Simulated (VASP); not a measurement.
# SnO: single point with LDA

SnO:

```xyz
4
Lattice="3.3434 -0.0064 0.0011 -0.0108 5.6410 0.0412 0.0014 0.0306 4.2430" Properties=species:S:1:pos:R:3 pbc="T T T"
Sn    0.0000    1.3331    2.3009
Sn    1.6333    4.3995    0.0218
O     0.0814    5.0543    3.1086
O     1.6091    0.5346    1.0165
```

This cell differs from its parent crystal: atoms moved at random and the cell strained at random.

- Program: VASP 6.6.1
- Task: single point
- Functional: LDA
- Potentials or basis: VASP PAW LDA potentials, release 64 (Sn_d, O)
- Cutoff: 520 eV
- k mesh: 8 × 6 × 6
- Occupations: gaussian, width 0.05 eV
- Spin: no spin polarisation
- Dipole correction: no
- Further INCAR settings: ALGO = Normal; EDIFF = 1e-06; NBANDS = 28

| Quantity | Value |
| --- | --- |
| Pressure | -2.6 GPa |
| Largest force | 1.436 eV/Å |
| Band gap on the k mesh | 1.12 eV (least direct gap 1.53 eV) |

Forces in eV/Å, atoms in the order of the input:
```
Sn  -0.043 -0.552 -1.324
Sn   0.704 -0.719  0.506
O   -0.993  0.257  0.092
O    0.331  1.014  0.727
```

Stress tensor (GPa, compression positive):
```
-4.17 -0.33  1.22
-0.33 -0.32 -3.74
 1.22 -3.74 -3.30
```

Levels at points of the mesh, in eV from the valence-band top:
```tsv
k point	band 18	band 19	band 20	band 21	band 22	band 23
(0.00, 0.00, 0.00)	-2.46	-2.03	0.00	2.53	3.16	5.57
(0.50, 0.00, 0.00)	-2.40	-1.48	-1.06	1.82	2.85	5.29
(0.00, 0.50, 0.00)	-2.48	-1.79	-1.30	3.21	3.84	4.92
(0.50, 0.50, 0.00)	-2.49	-1.17	-0.67	1.33	2.23	5.60
(0.00, 0.00, 0.50)	-2.80	-2.07	-1.57	2.52	2.83	5.02
(0.50, 0.00, 0.50)	-2.89	-1.38	-0.73	1.68	2.39	4.24
(0.00, 0.50, 0.50)	-2.76	-1.90	-1.26	1.75	2.04	5.67
(0.50, 0.50, 0.50)	-3.17	-0.74	-0.21	2.03	2.35	4.14
```

Wall time 2.3 min on 1 thread of Intel(R) Xeon(R) 6975P-C (Granite Rapids) (shared host), peak memory 0.37 GiB.

Caveat: the cell differs from its parent crystal (atoms moved at random and the cell strained at random); spin-orbit coupling is left out, which moves the levels of the heavy elements; forces of over 1 eV/Å act on the atoms, so gaps and moduli don't describe the material at rest. A k mesh can miss the band edges.
